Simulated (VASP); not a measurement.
Here is a VASP 6.6.1 calculation.

File INCAR:

```
PREC = Accurate
ENCUT = 520
EDIFF = 1E-6
ISMEAR = 0
SIGMA = 0.01
LREAL = False
LASPH = True
NELM = 100
ALGO = Normal
ISIF = 2
LWAVE = False
LCHARG = True
GGA = PS
LELF = True
LVHAR = True
NBANDS = 9
ISYM = 0
```

File KPOINTS:

```
Automatic mesh
0
Gamma
  8 8 8
  0 0 0.5
```

POSCAR

```
LiH
1.0
    0.0000000000      1.9984726907      1.9984726907
    1.9984726907      0.0000000000      1.9984726907
    1.9984726907      1.9984726907      0.0000000000
Li H
1 1
Direct
    0.0000000000      0.0000000000      0.0000000000
    0.5000000000      0.5000000000      0.5000000000
```

Potentials or basis: VASP PAW PBE potentials, release 64 (Li_sv, H).

Run with:

```console
$ cat potpaw_PBE.64/Li_sv/POTCAR potpaw_PBE.64/H/POTCAR > POTCAR
$ mpirun -np 1 vasp_std > vasp.out
```

What does it give for the band gap on the k mesh?

3.36 eV, direct.

 A k mesh can miss the band edges.
